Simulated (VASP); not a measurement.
Set up this calculation in VASP 6.6.1, as the native input.

```yaml
Task: single point
Functional: PBE
Potentials_or_basis: VASP PAW PBE potentials, release 64 (Sn_d, O)
Cutoff: 520 eV
k_mesh: 8 × 5 × 6
Occupations: fermi-dirac, width 0.05 eV
Spin: no spin polarisation
Dipole_correction: no
Further_INCAR_settings: ALGO = Normal; EDIFF = 1e-06; NBANDS = 28
```

The structure of SnO lies in POSCAR:

```
SnO
1.0
    3.3772242237      0.0000000000      0.0000000000
    0.0000000000      5.7116819428      0.0000000000
    0.0000000000      0.0000000000      4.2499308811
Sn O
2 2
Direct
    0.5000000000      0.7680910000      0.0131440000
    0.0000000000      0.2319090000      0.5131440000
    0.5000000000      0.1087500000      0.2368570000
    0.0000000000      0.8912500000      0.7368570000
```

One way to write it, as run:

INCAR

```
ALGO = Normal
EDIFF = 1E-6
ENCUT = 520
GGA = PE
ISIF = 2
ISMEAR = -1
LASPH = T
LCHARG = F
LREAL = F
LWAVE = F
NBANDS = 28
NELM = 100
PREC = Accurate
SIGMA = 0.05
```

KPOINTS

```
k-points
0
Gamma
  8 5 6
```

Potentials or basis: VASP PAW PBE potentials, release 64 (Sn_d, O).

The run is started by

```bash
$ cat potpaw_PBE.64/Sn_d/POTCAR potpaw_PBE.64/O/POTCAR > POTCAR
$ mpirun -np 1 vasp_std > vasp.out
```

Results of the run:

```yaml
Pressure: -0.9 GPa
Largest_force: 0.306 eV/Å
Band_gap_on_the_k_mesh: 1.52 eV, indirect (least direct gap 2.11 eV)
```

Caveat: spin-orbit coupling is left out, which moves the levels of the heavy elements.

It took 44 s on 1 thread of Intel(R) Xeon(R) 6975P-C (Granite Rapids), with other jobs on the host, peak memory 0.24 GiB.
